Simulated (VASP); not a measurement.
Here is a VASP 6.6.1 calculation.

INCAR

```
PREC = Accurate ; ENCUT = 520
EDIFF = 1E-6 ; ISMEAR = 0
SIGMA = 0.15 ; LREAL = False
LASPH = True ; NELM = 150
ALGO = Normal ; ISIF = 2
LWAVE = False ; LCHARG = True
ISPIN = 2 ; MAGMOM = 0.55 0.55
LORBIT = 11 ; NUPDOWN = 1.1
LMAXMIX = 4 ; GGA = CA
LELF = True ; LVHAR = True
NBANDS = 20
```

KPOINTS

```
regular mesh
0
Gamma
  24 24 12
```

File POSCAR:

```
Co
1.0
    2.6163140353      0.0000000000      0.0000000000
   -1.3081570176      2.2657944189      0.0000000000
    0.0000000000      0.0000000000      4.2202892192
Co
2
Direct
    0.6666666667      0.3333333333      0.2500000000
    0.3333333333      0.6666666667      0.7500000000
```

Potentials or basis: VASP PAW LDA potentials, release 64 (Co).

The run is started by

```bash
$ cat potpaw_LDA.64/Co/POTCAR > POTCAR
$ mpirun -np 1 vasp_std > vasp.out
```

Task: Predict the pressure.

Result: -42.9 GPa.

Stress tensor (GPa, compression positive):
```
-42.48   0.00   0.00
  0.00 -42.48   0.00
  0.00   0.00 -43.87
```

Caveat: the total moment is fixed, so each spin has its own Fermi level.
